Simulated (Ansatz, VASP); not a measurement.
## One calculation of Ru, two programs

Contents of INCAR:

```
SYSTEM = Ru
PREC = Accurate
ENCUT = 520
EDIFF = 1E-6
ISMEAR = 0
SIGMA = 0.1
LREAL = .FALSE.
LASPH = .TRUE.
NELM = 80
ALGO = Normal
ISIF = 2
LWAVE = .FALSE.
LCHARG = .FALSE.
GGA = PE
NBANDS = 21
```

Contents of KPOINTS:

```
Automatic mesh
0
G
  15 15 8
  0 0 0
```

File POSCAR:

```
Ru
1.0
    2.7200250912      0.0000000000      0.0000000000
   -1.3600125456      2.3556108279      0.0000000000
    0.0000000000      0.0000000000      4.2967694965
Ru
2
Direct
    0.3333333333      0.6666666667      0.2500000000
    0.6666666667      0.3333333333      0.7500000000
```

Input for Ansatz:

```yaml
crystal:
  lattice:
    - [2.720025091, 0.0, 0.0]
    - [-1.3600125455, 2.3556108278, 0.0]
    - [0.0, 0.0, 4.2967694962]
  atoms:
    - { symbol: Ru, position: [0.3333333333, 0.6666666667, 0.25] }
    - { symbol: Ru, position: [0.6666666667, 0.3333333333, 0.75] }
basis:
  ecutwfc: 420
kpoints:
  mp_grid: { grid: [15, 15, 8] }
hamiltonian:
  xc: pbe
scf:
  occupations: { method: gaussian, width: 0.1 }
output:
  forces: true
  stress: true
  eigenvalues: true
```

Alike in both runs: task single point; functional PBE; k mesh 15 × 15 × 8; occupations gaussian, width 0.1 eV; no spin polarisation.

```csv
,VASP,Ansatz
version,VASP 6.6.1,Ansatz 0.2.0
potentials or method,"VASP PAW PBE potentials, release 64 (Ru_pv), cutoff 520 eV","scalar-relativistic, plane waves, PAW"
valence electrons in the cell,28,32
```

Ansatz gave:

| Quantity | Value |
| --- | --- |
| gap on the k mesh at the Fermi level (eV) | none |
| pressure (GPa) | 0.0 |
| traceless stress, the component that is largest in VASP (GPa) | -0.08 |

Question: What did VASP give for the same quantities?

Answer: gap on the k mesh at the Fermi level (eV): none; pressure (GPa): -0.1; traceless stress, the component that is largest in VASP (GPa): -0.07.

A gap of «none» marks a metal or a gap that the smearing closes. VASP's potentials hold 28 valence electrons a cell and Ansatz's 32, so a difference there can come from the potentials and not from the codes.
